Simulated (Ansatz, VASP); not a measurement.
**SrB2: VASP beside Ansatz**

```
CELL_PARAMETERS angstrom
5.06878 0.00000 0.00000
-2.53439 4.38969 0.00000
0.00000 0.00000 3.10398
ATOMIC_POSITIONS crystal
Sr 0.00000 0.00000 0.00000
B 0.66667 0.33333 0.66667
B 0.33333 0.66667 0.33333
```

Alike in both runs: task relaxation of cell and atoms; functional PBE; k mesh 6 × 6 × 6; occupations gaussian, width 0.1 eV; no spin polarisation.

|  | VASP | Ansatz |
| --- | --- | --- |
| version | VASP 6.6.1 | Ansatz 0.2.0 |
| potentials or method | VASP PAW PBE potentials, release 64 (Sr_sv, B), cutoff 600 eV | scalar-relativistic, plane waves, PAW |
| valence electrons in the cell | 16 | 16 |

|  | VASP | Ansatz | Ansatz less VASP |
| --- | --- | --- | --- |
| gap on the k mesh at the Fermi level, each at its own relaxed structure (eV) | none | none | - |
| relaxed volume (Å³/atom) | 13.94 | 13.90 | -0.045 |
| relaxed length of the cell vector where the two differ most in proportion (Å) | 3.311 | 3.306 | -0.0047 |

A gap of «none» marks a metal or a gap that the smearing closes.

Noted on VASP's run: the volume moved by over 15 % at a fixed basis, so the end points are rough.
